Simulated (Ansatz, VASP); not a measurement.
Two plane-wave programs on Te8Pb7

```
Te Pb
1.0
     0.00000    6.46200    6.46200
     6.46200    0.00000    6.46200
     6.46200    6.46200    0.00000
Te Pb
8 7
Cartesian
  3.2310 3.2310 3.2310
  6.4620 6.4620 3.1983
  6.4620 3.1983 6.4620
  9.7257 6.4620 6.4620
  3.1983 6.4620 6.4620
  6.4620 9.7257 6.4620
  6.4620 6.4620 9.7257
  9.6930 9.6930 9.6930
  3.2310 3.2310 0.0000
  3.2310 0.0000 3.2310
  6.4620 3.2310 3.2310
  0.0000 3.2310 3.2310
  3.2310 6.4620 3.2310
  3.2310 3.2310 6.4620
  6.4620 6.4620 6.4620
```

Alike in both runs: functional PBE; k mesh 2 × 2 × 2; occupations gaussian, width 0.02 eV; no spin polarisation.

Ansatz relaxed the structure, and its values are those at the end. VASP's run is a single point on that final structure, the one shown.

|  | VASP | Ansatz |
| --- | --- | --- |
| version | VASP 6.6.1 | Ansatz 0.2.0 |
| potentials or method | VASP PAW PBE potentials, release 64 (Te, Pb_d), cutoff 400 eV | plane waves, PAW |
| valence electrons in the cell | 146 | 226 |

```csv
,VASP,Ansatz,Ansatz less VASP
gap on the k mesh at the Fermi level (eV),none,none,-
rms of the force components (eV/Å),0.004,0.004,0.0000
```

A gap of «none» marks a metal or a gap that the smearing closes. VASP's potentials hold 146 valence electrons a cell and Ansatz's 226, so a difference there can come from the potentials and not from the codes.

The k mesh is coarse, so the values compare programs but aren't converged. Neither program's run includes spin-orbit coupling.
